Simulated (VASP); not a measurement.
Here is a VASP 6.6.1 calculation.

File INCAR:

```
SYSTEM = Ti2Au
PREC = Accurate ; ENCUT = 500
EDIFF = 1E-6 ; ISMEAR = -1
SIGMA = 0.1 ; LREAL = .False.
LASPH = .True. ; NELM = 120
ALGO = Normal ; ISIF = 2
LWAVE = .False. ; LCHARG = .False.
GGA = PS ; NBANDS = 24
GGA_COMPAT = .False.
```

File KPOINTS:

```
Automatic mesh
0
Gamma
  5 5 5
  0 0 0
```

Contents of POSCAR:

```
Ti2Au
1.0
    0.0000000000      2.9470752800      2.9470752800
    2.9470752800      0.0000000000      2.9470752800
    2.9470752800      2.9470752800      0.0000000000
Au Ti
1 2
Direct
    0.0000000000      0.0000000000      0.0000000000
    0.2500000000      0.2500000000      0.2500000000
    0.7500000000      0.7500000000      0.7500000000
```

Potentials or basis: VASP PAW PBE potentials, release 64 (Au, Ti_sv).

Command:

```console
$ cat potpaw_PBE.64/Au/POTCAR potpaw_PBE.64/Ti_sv/POTCAR > POTCAR
$ mpirun -np 1 vasp_std > vasp.out
```

Question: What does it give for the pressure?

Answer: 21.0 GPa.

Caveat: the k points lie up to 0.37 Å⁻¹ apart; the PAW data sets were made with another functional, which shifts forces and pressure a little.
